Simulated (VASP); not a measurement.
A run of VASP 6.6.1:

Contents of INCAR:

```
SYSTEM = MgO
PREC = Accurate
ENCUT = 750
EDIFF = 1E-7
ISMEAR = 0
SIGMA = 0.1
LREAL = .FALSE.
LASPH = .TRUE.
NELM = 120
ALGO = Normal
ISIF = 3
LWAVE = .FALSE.
LCHARG = .FALSE.
GGA = PE
IBRION = 2
NSW = 90
EDIFFG = -0.04
GGA_COMPAT = .FALSE.
NELMIN = 4
```

Contents of KPOINTS:

```
Automatic mesh
0
G
  6 6 6
  0 0 0
```

The input POSCAR:

```
MgO
1.0
    0.0000000000      3.5539112877      2.9547124076
    2.0379140627      0.0000000000      2.9547124076
    2.0379140627      3.5539112877      0.0000000000
Mg O
2 2
Direct
    0.2079371506      0.7079371506      0.2920628494
    0.7079371506      0.2079371506      0.7920628494
    0.1666666667      0.5000000000      0.8333333333
    0.5000000000      0.1666666667      0.5000000000
```

Potentials or basis: VASP PAW PBE potentials, release 64 (Mg_sv, O).

The run is started by

```sh
$ cat potpaw_PBE.64/Mg_sv/POTCAR potpaw_PBE.64/O/POTCAR > POTCAR
$ mpirun -np 1 vasp_std > vasp.out
```

Hardware: 1 thread of Intel(R) Xeon(R) 6975P-C (Granite Rapids), with other jobs on the host.

**Question.** Estimate the wall time of this run.

**Answer.** Run time: 15 min on 1 thread of Intel(R) Xeon(R) 6975P-C (Granite Rapids), with other jobs on the host, peak memory 0.25 GiB. Counts: scf iterations 320, k points 46, ion steps 33.
